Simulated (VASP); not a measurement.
# MnO (R-3m) in VASP: notebook, part 2 of 2

VASP 6.6.1. Earlier steps stand in the parts before.

### 5 Single point, PBEsol, collinear spin, ferromagnetic start

This run uses another cell than the first one, of the same volume but with other edges.

Contents of INCAR:

```
ALGO = Normal
EDIFF = 1E-7
ENCUT = 520
GGA = PS
ISIF = 2
ISMEAR = 0
ISPIN = 2
LASPH = T
LCHARG = F
LMAXMIX = 4
LORBIT = 11
LREAL = F
LWAVE = F
MAGMOM = 4.41 0.25
NBANDS = 20
NELM = 150
PREC = Accurate
SIGMA = 0.15
```

Contents of KPOINTS:

```
k-points
0
Gamma
  20 20 20
```

Contents of POSCAR:

```
MnO
1.0
   -0.1062322841      2.1701738039      2.1701738039
    2.1701738039     -0.1062322841      2.1701738039
    2.1701738039      2.1701738039     -0.1062322841
Mn O
1 1
Direct
    0.0000000000      0.0000000000      0.0000000000
    0.5000000000      0.5000000000      0.5000000000
```

Potentials or basis: VASP PAW PBE potentials, release 64 (Mn_pv, O).

On the command line:

```sh
$ cat potpaw_PBE.64/Mn_pv/POTCAR potpaw_PBE.64/O/POTCAR > POTCAR
$ mpirun -np 1 vasp_std > vasp.out
```

OUTCAR:

```text
EDIFF = 1E-7
   ENCUT = 520
   GGA = PS
   ISIF = 2
   ISMEAR = 0
   ISPIN = 2
   LASPH = T
   LORBIT = 11
   LREAL = F
   NELM = 150
   PREC = Accurate

 ion  position               nearest neighbor table
   1  0.000  0.000  0.000-   2 2.22   2 2.22   2 2.22   2 2.22   2 2.22   2 2.22
   2  0.500  0.500  0.500-   1 2.22   1 2.22   1 2.22   1 2.22   1 2.22   1 2.22

  LATTYP: Found a trigonal (rhomboedric) cell.
 ALAT       =     3.0709272177
 COS(alpha) =     0.4505091948

  Lattice vectors:

 A1 = (  -0.1062322841,   2.1701738039,   2.1701738039)
 A2 = (   2.1701738039,  -0.1062322841,   2.1701738039)
 A3 = (   2.1701738039,   2.1701738039,  -0.1062322841)

Analysis of symmetry for initial positions (statically):
=====================================================================
 Subroutine PRICEL returns:
 Original cell was already a primitive cell.

 Routine SETGRP: Setting up the symmetry group for a
 trigonal (rhombohedral) supercell.

 Subroutine GETGRP returns: Found 12 space group operations
 (whereof 12 operations were pure point group operations)
 out of a pool of 12 trial point group operations.

The static configuration has the point symmetry D_3d.

Analysis of symmetry for dynamics (positions and initial velocities):
=====================================================================
 Subroutine PRICEL returns:
 Original cell was already a primitive cell.

 Routine SETGRP: Setting up the symmetry group for a
 trigonal (rhombohedral) supercell.

 Subroutine GETGRP returns: Found 12 space group operations
 (whereof 12 operations were pure point group operations)
 out of a pool of 12 trial point group operations.

The dynamic configuration has the point symmetry D_3d.

[... 147 lines left out ...]
 maximum number of plane-waves:       604
   NGX = 11   NGY = 11   NGZ = 11

 number of electron      18.9999989 magnetization       4.7228214

 Free energy of the ion-electron system (eV)
  ---------------------------------------------------
  ext. energy  EPLUGINS =         0.00000000
  ---------------------------------------------------
  free energy    TOTEN  =       -17.19201941 eV

  energy without entropy =      -17.18119268  energy(sigma->0) =      -17.18660605

 E-fermi :   7.3795     XC(G=0): -12.1172

 val. band max:        7.3774105986   @ k =  -0.4000   0.3000   0.3000
 cond. band min:       7.3801964992   @ k =   0.5000   0.4000   0.3000
 fundamental gap:      0.0027859007
 Fermi energy:         7.3795096518

 spin component 1

 k-point     1 :       0.0000    0.0000    0.0000
  band No.  band energies     occupation
      1     -42.8190      1.00000
      2     -42.8031      1.00000
      3     -42.8031      1.00000
      4     -12.8197      1.00000
      5       3.5062      1.00000
      6       3.5062      1.00000
[... 541 lines left out ...]
     19      28.8716      0.00000
     20      29.7522      0.00000

 [... further k-points ...]

 spin component 2

 k-point     1 :       0.0000    0.0000    0.0000
  band No.  band energies     occupation
      1     -38.2600      1.00000
      2     -38.2297      1.00000
      3     -38.2297      1.00000
      4     -12.3582      1.00000
      5       3.9168      1.00000
      6       3.9168      1.00000
[... 541 lines left out ...]
     19      30.2526      0.00000
     20      30.7823      0.00000

 [... further k-points ...]

------------------------ aborting loop because EDIFF is reached ----------------------------------------

  FORCE on cell =-STRESS in cart. coord.  units (eV):
  Direction    XX          YY          ZZ          XY          YZ          ZX
  --------------------------------------------------------------------------------------
  -------------------------------------------------------------------------------------
  Total       -1.0411442     -1.0411442     -1.0411442      0.4048667      0.4048667      0.4048667
  in kB      -76.0255006    -76.0255006    -76.0255006     29.5638129     29.5638129     29.5638129
  external PRESSURE =     -76.0255006 kB  Pullay stress =       0.0000000 kB

 VOLUME and BASIS-vectors are now :
 -----------------------------------------------------------------------------
  energy-cutoff  :      520.00
  volume of cell :       21.94
      direct lattice vectors                 reciprocal lattice vectors
    -0.106232284  2.170173804  2.170173804    -0.214133673  0.225155259  0.225155259
     2.170173804 -0.106232284  2.170173804     0.225155259 -0.214133673  0.225155259
     2.170173804  2.170173804 -0.106232284     0.225155259  0.225155259 -0.214133673

 POSITION                                       TOTAL-FORCE (eV/Angst)
 -----------------------------------------------------------------------------------
      0.00000      0.00000      0.00000        -0.000000     -0.000000     -0.000000
      2.11706      2.11706      2.11706         0.000000      0.000000      0.000000
 -----------------------------------------------------------------------------------
    total drift:                                0.000000     -0.000000     -0.000000

  FREE ENERGIE OF THE ION-ELECTRON SYSTEM (eV)
  ---------------------------------------------------
  free  energy   TOTEN  =       -17.1920194085 eV

  energy  without entropy=      -17.1811926834  energy(sigma->0) =      -17.18660605

 total charge

# of ion       s       p       d       tot
------------------------------------------
    1        0.207   6.180   4.972  11.358
    2        1.557   3.388   0.000   4.945
--------------------------------------------------
tot          1.764   9.568   4.972  16.304

 magnetization (x)

# of ion       s       p       d       tot
------------------------------------------
    1        0.034   0.026   4.226   4.286
    2        0.030   0.163   0.000   0.193
--------------------------------------------------
tot          0.064   0.189   4.226   4.479
```

Wall time 22 min (1 thread of AMD EPYC 9755, shared host); peak memory 0.51 GiB.

Results:

| Property | Result |
| --- | --- |
| Free energy | -17.1920 eV |
| Pressure | -7.6 GPa |
| Net moment | 4.72 μB per cell |
| Site moments | Mn +4.29; O +0.19 μB |
| Valence electrons inside the program's atomic spheres | Mn 11.36; O 4.95 |

Caveat: the cell stands under tension; the PAW data sets were made with another functional, which shifts forces and pressure a little; a cell with one magnetic atom can't hold antiferromagnetic order, which such compounds often take; semilocal functionals often make such compounds metallic where correlation or magnetic order opens a gap, which also shifts bond lengths.

### 6 The runs side by side

| cell | gap on the mesh (eV) | pressure (GPa) | moment (μB) |
| --- | --- | --- | --- |
| a = 2.882 Å, angles 75.3°, 2 atoms | none | -10.3 | 4.75 |
| a = 2.821 Å, angles 82.7°, 2 atoms | none | -11.4 | 4.83 |
| a = 3.363 Å, angles 52.2°, 2 atoms | none | -10.4 | 4.61 |
| a = 3.071 Å, angles 63.2°, 2 atoms | none | -7.6 | 4.72 |

Alike in all rows: task single point; level PBEsol; potentials or basis VASP PAW PBE potentials, release 64 (Mn_pv, O); spin collinear, ferromagnetic start; k mesh 20 × 20 × 20; cutoff (eV) 520; smearing gaussian 0.15 eV.

Caveats: the cell stands under tension; the PAW data sets were made with another functional, which shifts forces and pressure a little; a cell with one magnetic atom can't hold antiferromagnetic order, which such compounds often take; semilocal functionals often make such compounds metallic where correlation or magnetic order opens a gap, which also shifts bond lengths.

Absolute energies hang on the potentials; compare differences alone.
